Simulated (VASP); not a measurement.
# NaHF2 (R-3m) in VASP: further runs

The runs below take NaHF2 through single point, with PBEsol.

Everything below comes from runs of VASP 6.6.1. Logs are shortened: lines on timing, memory, paths and dates and some standing lists are left out, and cuts for length are marked.

## (1) The cell of the first run

The structure is trigonal, space group R-3m (No. 166). The conventional cell has a = 3.457 Å, b = 3.457 Å, c = 14.612 Å, α = 90.00°, β = 90.00°, γ = 120.00°. Na (site symmetry -3m) has 6 F at 2.29 Å within 3.0 Å. H (site symmetry -3m) has 2 F at 1.32 Å within 1.8 Å. F (site symmetry 3m) has 1 H at 1.32 Å within 1.8 Å.

## (2) Single point, PBEsol (strain +0.000 along x and y, +0.050 along z)

INCAR reads:

```
  ALGO = Normal
  EDIFF = 1E-7
  ENCUT = 520
  GGA = PS
  ISIF = 2
  ISMEAR = 0
  LASPH = True
  LCHARG = False
  LREAL = False
  LWAVE = False
  NBANDS = 19
  NELM = 100
  PREC = Accurate
  SIGMA = 0.05
```

KPOINTS reads:

```
k-points
0
Gamma
  9 9 9
```

POSCAR reads:

```
NaHF2
1.0
    1.7284452171      0.9979183114      4.8708142337
   -1.7284452171      0.9979183114      4.8708142337
    0.0000000000     -1.9958366228      4.8708142337
Na H F
1 1 2
Direct
    0.0000000000      0.0000000000      0.0000000000
    0.5000000000      0.5000000000      0.5000000000
    0.4100000000      0.4100000000      0.4100000000
    0.5900000000      0.5900000000      0.5900000000
```

Potentials or basis: VASP PAW PBE potentials, release 64 (Na_pv, H, F).

The run is started by

```
$ cat potpaw_PBE.64/Na_pv/POTCAR potpaw_PBE.64/H/POTCAR potpaw_PBE.64/F/POTCAR > POTCAR
$ mpirun -np 1 vasp_std > vasp.out
```

OUTCAR:

```text
EDIFF = 1E-7
   ENCUT = 520
   GGA = PS
   ISIF = 2
   ISMEAR = 0
   LASPH = True
   LREAL = False
   NELM = 100
   PREC = Accurate

 ion  position               nearest neighbor table
   1  0.000  0.000  0.000-   4 2.29   4 2.29   3 2.29   3 2.29   4 2.29   3 2.29
   2  0.500  0.500  0.500-   3 1.32   4 1.32
   3  0.410  0.410  0.410-   2 1.32   1 2.29   1 2.29   1 2.29
   4  0.590  0.590  0.590-   2 1.32   1 2.29   1 2.29   1 2.29

  LATTYP: Found a trigonal (rhomboedric) cell.
 ALAT       =     5.2638574377
 COS(alpha) =     0.7843581760

  Lattice vectors:

 A1 = (   1.7284452171,   0.9979183114,   4.8708142337)
 A2 = (  -1.7284452171,   0.9979183114,   4.8708142337)
 A3 = (   0.0000000000,  -1.9958366228,   4.8708142337)

Analysis of symmetry for initial positions (statically):
=====================================================================
 Subroutine PRICEL returns:
 Original cell was already a primitive cell.

 Routine SETGRP: Setting up the symmetry group for a
 trigonal (rhombohedral) supercell.

 Subroutine GETGRP returns: Found 12 space group operations
 (whereof 12 operations were pure point group operations)
 out of a pool of 12 trial point group operations.

The static configuration has the point symmetry D_3d.

Analysis of symmetry for dynamics (positions and initial velocities):
=====================================================================
 Subroutine PRICEL returns:
 Original cell was already a primitive cell.

 Routine SETGRP: Setting up the symmetry group for a
 trigonal (rhombohedral) supercell.

 Subroutine GETGRP returns: Found 12 space group operations
 (whereof 12 operations were pure point group operations)
 out of a pool of 12 trial point group operations.

The dynamic configuration has the point symmetry D_3d.

 Subroutine INISYM returns: Found 12 space group operations
 (whereof 12 operations are pure point group operations),
 and found     1 'primitive' translations

----------------------------------------------------------------------------------------

                                     Primitive cell

  volume of cell :      50.4085

  direct lattice vectors                    reciprocal lattice vectors
     1.728445217  0.997918311  4.870814234     0.289277320  0.167014339  0.068434828
    -1.728445217  0.997918311  4.870814234    -0.289277320  0.167014339  0.068434828
     0.000000000 -1.995836623  4.870814234     0.000000000 -0.334028677  0.068434828

  length of vectors
     5.263857438  5.263857438  5.263857438     0.340966982  0.340966982  0.340966982

  position of ions in fractional coordinates (direct lattice)
     0.000000000  0.000000000  0.000000000
     0.500000000  0.500000000  0.500000000
     0.410000000  0.410000000  0.410000000
     0.590000000  0.590000000  0.590000000

  ion indices of the primitive-cell ions
   primitive index   ion index
                 1           1
                 2           2
                 3           3
                 4           4

----------------------------------------------------------------------------------------

 KPOINTS: k-points

Automatic generation of k-mesh.
 Grid dimensions read from file:
 generate k-points for:    9    9    9

 Generating k-lattice:

  Cartesian coordinates                     Fractional coordinates (reciprocal lattice)
     0.032141924  0.018557149  0.007603870     0.111111111 -0.000000000  0.000000000
    -0.032141924  0.018557149  0.007603870    -0.000000000  0.111111111  0.000000000
     0.000000000 -0.037114297  0.007603870     0.000000000  0.000000000  0.111111111

  Length of vectors
     0.037885220  0.037885220  0.037885220

  Shift w.r.t. Gamma in fractional coordinates (k-lattice)
     0.000000000  0.000000000  0.000000000

 Subroutine IBZKPT returns following result:
 ===========================================

 Found     85 irreducible k-points:

 Following reciprocal coordinates:
            Coordinates               Weight
  0.000000  0.000000  0.000000      1.000000
  0.111111 -0.000000  0.000000      6.000000
  0.222222  0.000000  0.000000      6.000000
  0.333333  0.000000  0.000000      6.000000
  0.444444  0.000000  0.000000      6.000000
  0.111111  0.111111  0.000000      6.000000
[... 16 lines left out ...]
 -0.333333  0.333333  0.000000      6.000000
  0.444444  0.444444  0.000000      6.000000
 [... further k-points ...]
   k-points           NKPTS =     85   k-points in BZ     NKDIM =     85   number of bands    NBANDS=     19
   number of dos      NEDOS =    301   number of ions     NIONS =      4
   total plane-waves  NPLWV =  64000
   dimension x,y,z NGX =    40 NGY =   40 NGZ =   40
   dimension x,y,z NGXF=    80 NGYF=   80 NGZF=   80
   ions per type =               1   1   2
   NGX,Y,Z   is equivalent  to a cutoff of  12.63, 12.63, 12.63 a.u.
   NGXF,Y,Z  is equivalent  to a cutoff of  25.27, 25.27, 25.27 a.u.
 SYSTEM =  unknown system
   PREC   = accura    normal or accurate (medium, high low for compatibility)
   ISTART =      0    job   : 0-new  1-cont  2-samecut
   ICHARG =      2    charge: 1-file 2-atom 10-const
   ISPIN  =      1    spin polarized calculation?
   LNONCOLLINEAR =      F non collinear calculations
   LSORBIT =      F    spin-orbit coupling
   LASPH  =      T    aspherical Exc in radial PAW
   ENCUT  =  520.0 eV  38.22 Ry    6.18 a.u.   9.79  9.79  9.79*2*pi/ulx,y,z
   NELM   =    100;   NELMIN=  2; NELMDL= -5     # of ELM steps
   EDIFF  = 0.1E-06   stopping-criterion for ELM
   LREAL  =      F    real-space projection
   EDIFFG = 0.1E-05   stopping-criterion for IOM
   NSW    =      0    number of steps for IOM
   IBRION =     -1    ionic relax: 0-MD 1-quasi-New 2-CG
   NFREE  =      0    steps in history (QN), initial steepest desc. (CG)
   ISIF   =      2    stress and relaxation
   ISYM   =      2    0-nonsym 1-usesym 2-fastsym
   POTIM  = 0.5000    time-step for ionic-motion
   TEBEG  =    0.0;   TEEND  =   0.0 temperature during run
   PSTRESS=    0.0 pullay stress
   NELECT =      22.0000    total number of electrons
   NUPDOWN=      -1.0000    fix difference up-down
   EMIN   =  10.00;   EMAX   =-10.00  energy-range for DOS
   EFERMI =   0.00;   METHOD = LEGACY
   ISMEAR =     0;   SIGMA  =   0.05  broadening in eV -4-tet -1-fermi 0-gaus
   EFERMI_NEDOS =   21; number of points for ismear=-14 and -15
   IALGO  =     38    algorithm
   IMIX   =      4    mixing-type and parameters
     AMIX     =   0.40;   BMIX     =  1.00
     AMIX_MAG =   1.60;   BMIX_MAG =  1.00
  volume/ion in A,a.u.               =      12.60        85.04
  Fermi-wavevector in a.u.,A,eV,Ry     =   1.241789  2.346642 20.980737  1.542041
  Thomas-Fermi vector in A             =   2.376172
   LORBIT       =      0    0 simple, 1 ext, 2 COOP (PROOUT), +10 PAW based schemes
   GGA     = PS    functional components
   LHFCALC =     F    Hartree Fock is set to
   AEXX    =    0.0000 exact exchange contribution
   IVDW    =     0    specifies the selected vdW correction
   LEPSILON=     F    determine dielectric tensor
   LRPA    =     F    only Hartree local field effects (RPA)
 non-spin polarized calculation
 Gauss-broadening in eV      SIGMA  =   0.05
  energy-cutoff  :      520.00
  volume of cell :       50.41
 maximum number of plane-waves:      1377
   NGX = 19   NGY = 19   NGZ = 19

 number of electron      22.0000012 magnetization

 Free energy of the ion-electron system (eV)
  ---------------------------------------------------
  ext. energy  EPLUGINS =         0.00000000
  ---------------------------------------------------
  free energy    TOTEN  =       -17.15587047 eV

  energy without entropy =      -17.15587047  energy(sigma->0) =      -17.15587047

 E-fermi :  -3.8628     XC(G=0):  -8.0234

 val. band max:       -4.1765821418   @ k =   0.4444   0.4444   0.4444
 cond. band min:       2.0589989880   @ k =   0.0000   0.0000   0.0000
 fundamental gap:      6.2355811298
 Fermi energy:        -3.8627566968

 k-point     1 :       0.0000    0.0000    0.0000
  band No.  band energies     occupation
      1     -23.8464      2.00000
      2     -23.4321      2.00000
      3     -22.3067      2.00000
      4     -22.3067      2.00000
      5     -22.0943      2.00000
      6      -8.2412      2.00000
[... 11 lines left out ...]
     18      16.8305      0.00000
     19      16.8305      0.00000

 k-point     2 :       0.1111   -0.0000    0.0000
  band No.  band energies     occupation
      1     -23.8577      2.00000
      2     -23.4103      2.00000
      3     -22.3091      2.00000
      4     -22.2870      2.00000
      5     -22.1170      2.00000
      6      -8.1959      2.00000
[... 11 lines left out ...]
     18      15.7822      0.00000
     19      16.5846      0.00000

 k-point     3 :       0.2222    0.0000    0.0000
  band No.  band energies     occupation
      1     -23.8847      2.00000
      2     -23.3509      2.00000
      3     -22.3149      2.00000
      4     -22.2485      2.00000
      5     -22.1682      2.00000
      6      -8.0785      2.00000
[... 11 lines left out ...]
     18      14.8595      0.00000
     19      16.2178      0.00000

 k-point     4 :       0.3333    0.0000    0.0000
  band No.  band energies     occupation
      1     -23.9130      2.00000
      2     -23.2740      2.00000
      3     -22.3215      2.00000
      4     -22.2862      2.00000
      5     -22.1561      2.00000
      6      -7.9401      2.00000
[... 11 lines left out ...]
     18      14.6119      0.00000
     19      15.8054      0.00000

 k-point     5 :       0.4444    0.0000    0.0000
  band No.  band energies     occupation
      1     -23.9305      2.00000
      2     -23.2160      2.00000
      3     -22.3443      2.00000
      4     -22.3259      2.00000
      5     -22.1234      2.00000
      6      -7.8465      2.00000
[... 11 lines left out ...]
     18      14.4515      0.00000
     19      15.4605      0.00000

 k-point     6 :       0.1111    0.1111    0.0000
  band No.  band energies     occupation
      1     -23.8543      2.00000
      2     -23.4134      2.00000
      3     -22.3091      2.00000
      4     -22.2871      2.00000
      5     -22.1181      2.00000
      6      -8.1784      2.00000
[... 11 lines left out ...]
     18      15.5554      0.00000
     19      16.8302      0.00000

 k-point     7 :       0.2222    0.1111    0.0000
  band No.  band energies     occupation
      1     -23.8655      2.00000
      2     -23.3832      2.00000
      3     -22.3153      2.00000
      4     -22.2521      2.00000
      5     -22.1564      2.00000
      6      -8.0838      2.00000
[... 11 lines left out ...]
     18      15.1676      0.00000
     19      15.9629      0.00000

 k-point     8 :       0.3333    0.1111    0.0000
  band No.  band energies     occupation
      1     -23.8849      2.00000
      2     -23.3294      2.00000
      3     -22.3275      2.00000
      4     -22.2196      2.00000
      5     -22.1961      2.00000
      6      -7.9525      2.00000
[... 256 lines left out ...]
 k-point    20 :       0.3333    0.3333    0.0000
  band No.  band energies     occupation
      1     -23.7940      2.00000
      2     -23.4442      2.00000
      3     -22.3216      2.00000
      4     -22.3066      2.00000
      5     -22.0867      2.00000
      6      -7.8430      2.00000
[... 11 lines left out ...]
     18      14.7643      0.00000
     19      16.1558      0.00000

 k-point    21 :       0.4444    0.3333    0.0000
  band No.  band energies     occupation
      1     -23.7618      2.00000
      2     -23.4730      2.00000
      3     -22.3436      2.00000
      4     -22.2951      2.00000
      5     -22.0705      2.00000
      6      -7.7694      2.00000
[... 11 lines left out ...]
     18      15.1383      0.00000
     19      15.3523      0.00000

 k-point    22 :      -0.4444    0.3333   -0.0000
  band No.  band energies     occupation
      1     -23.7599      2.00000
      2     -23.4704      2.00000
      3     -22.3499      2.00000
      4     -22.2608      2.00000
      5     -22.0952      2.00000
      6      -7.7305      2.00000
[... 11 lines left out ...]
     18      14.7636      0.00000
     19      15.7861      0.00000

 k-point    23 :      -0.3333    0.3333    0.0000
  band No.  band energies     occupation
      1     -23.8048      2.00000
      2     -23.4130      2.00000
      3     -22.3489      2.00000
      4     -22.2159      2.00000
      5     -22.1499      2.00000
      6      -7.7463      2.00000
[... 11 lines left out ...]
     18      14.6876      0.00000
     19      15.5818      0.00000

 k-point    24 :       0.4444    0.4444    0.0000
  band No.  band energies     occupation
      1     -23.6985      2.00000
      2     -23.5401      2.00000
      3     -22.3477      2.00000
      4     -22.3260      2.00000
      5     -22.0294      2.00000
      6      -7.7286      2.00000
[... 11 lines left out ...]
     18      14.8789      0.00000
     19      16.0542      0.00000

 [... further k-points ...]
[... 5 lines left out ...]
  --------------------------------------------------------------------------------------
  -------------------------------------------------------------------------------------
  Total        0.1898271      0.1898271     -6.9035536      0.0000000     -0.0000000     -0.0000000
  in kB        6.0334438      6.0334438   -219.4218400      0.0000000     -0.0000000     -0.0000000
  external PRESSURE =     -69.1183175 kB  Pullay stress =       0.0000000 kB

 VOLUME and BASIS-vectors are now :
 -----------------------------------------------------------------------------
  energy-cutoff  :      520.00
  volume of cell :       50.41
      direct lattice vectors                 reciprocal lattice vectors
     1.728445217  0.997918311  4.870814234     0.289277320  0.167014339  0.068434828
    -1.728445217  0.997918311  4.870814234    -0.289277320  0.167014339  0.068434828
     0.000000000 -1.995836623  4.870814234     0.000000000 -0.334028677  0.068434828

 POSITION                                       TOTAL-FORCE (eV/Angst)
 -----------------------------------------------------------------------------------
      0.00000      0.00000      0.00000         0.000000     -0.000000      0.000000
      0.00000      0.00000      7.30622         0.000000     -0.000000      0.000000
      0.00000      0.00000      5.99110         0.000000     -0.000000      2.739429
      0.00000      0.00000      8.62134         0.000000      0.000000     -2.739429
 -----------------------------------------------------------------------------------
    total drift:                                0.000000      0.000000     -0.000000

  FREE ENERGIE OF THE ION-ELECTRON SYSTEM (eV)
  ---------------------------------------------------
  free  energy   TOTEN  =       -17.1558704658 eV

  energy  without entropy=      -17.1558704658  energy(sigma->0) =      -17.15587047
```

Wall time 89 s (1 thread of Intel Xeon 6975P-C (Granite Rapids), shared host); peak memory 0.27 GiB.

What came out:

```
Free energy            : -17.1559 eV
Pressure               : -6.9 GPa
Largest force          : 2.739 eV/Å
Band gap on the k mesh : 6.24 eV, indirect (least direct gap 6.46 eV)
```

Forces on the atoms (eV/Å):
```
Na   0.000  0.000  0.000
H    0.000  0.000  0.000
F    0.000  0.000  2.739
F    0.000  0.000 -2.739
```

Caveat: the cell differs from its parent crystal (strain +0.000 along x and y, +0.050 along z); the PAW data sets were made with another functional, which shifts forces and pressure a little.

## (3) Single point, PBEsol (strain +0.050 along x and y, -0.050 along z)

INCAR reads:

```
SYSTEM = NaHF2
ALGO     = Normal         ! electronic algorithm
EDIFF    = 1E-7           ! SCF threshold, eV
ENCUT    = 520            ! plane-wave cutoff, eV
GGA      = PS             ! functional
ISIF     = 2              ! what is computed and relaxed
ISMEAR   = 0              ! smearing method
LASPH    = .True.         ! aspherical terms in the spheres
LCHARG   = .False.        ! write CHGCAR
LREAL    = .False.        ! projectors in reciprocal space
LWAVE    = .False.        ! write WAVECAR
NBANDS   = 19             ! bands
NELM     = 100            ! most SCF steps
PREC     = Accurate       ! precision mode
SIGMA    = 0.05           ! smearing width, eV
```

KPOINTS reads:

```
k-points
0
Gamma
  9 9 9
  0 0 0
```

POSCAR reads:

```
NaHF2
1.0
    1.8148674780      1.0478142270      4.4069271639
   -1.8148674780      1.0478142270      4.4069271639
    0.0000000000     -2.0956284539      4.4069271639
Na H F
1 1 2
Direct
    0.0000000000      0.0000000000      0.0000000000
    0.5000000000      0.5000000000      0.5000000000
    0.4100000000      0.4100000000      0.4100000000
    0.5900000000      0.5900000000      0.5900000000
```

Potentials or basis: VASP PAW PBE potentials, release 64 (Na_pv, H, F).

The run is started by

```
$ cat potpaw_PBE.64/Na_pv/POTCAR potpaw_PBE.64/H/POTCAR potpaw_PBE.64/F/POTCAR > POTCAR
$ mpirun -np 1 vasp_std > vasp.out
```

Wall time 57 s (1 thread of Intel Xeon 6975P-C (Granite Rapids), shared host); peak memory 0.23 GiB.

Results (log left out):

| Quantity | Value |
| --- | --- |
| Free energy | -17.6167 eV |
| Pressure | -2.9 GPa |
| Largest force | 1.208 eV/Å |
| Band gap on the k mesh | 6.62 eV, indirect (least direct gap 6.76 eV) |

Forces in eV/Å, atoms in the order of the input:
```
Na   0.000  0.000  0.000
H    0.000  0.000  0.000
F    0.000  0.000  1.208
F    0.000  0.000 -1.208
```

Stress tensor (GPa, compression positive):
```
-1.06  0.00  0.00
 0.00 -1.06  0.00
 0.00  0.00 -6.55
```

Levels at points of the mesh, in eV from the valence-band top:
| k point | band 7 | band 8 | band 9 | band 10 | band 11 | band 12 | band 13 | band 14 | band 15 | band 16 |
| --- | --- | --- | --- | --- | --- | --- | --- | --- | --- | --- |
| (0.00, 0.00, 0.00) | -0.43 | -0.43 | -0.35 | -0.35 | -0.14 | 6.62 | 13.38 | 15.26 | 16.19 | 18.21 |

Caveat: the cell differs from its parent crystal (strain +0.050 along x and y, -0.050 along z); the PAW data sets were made with another functional, which shifts forces and pressure a little.

(Part 1 of 2 ends here.)
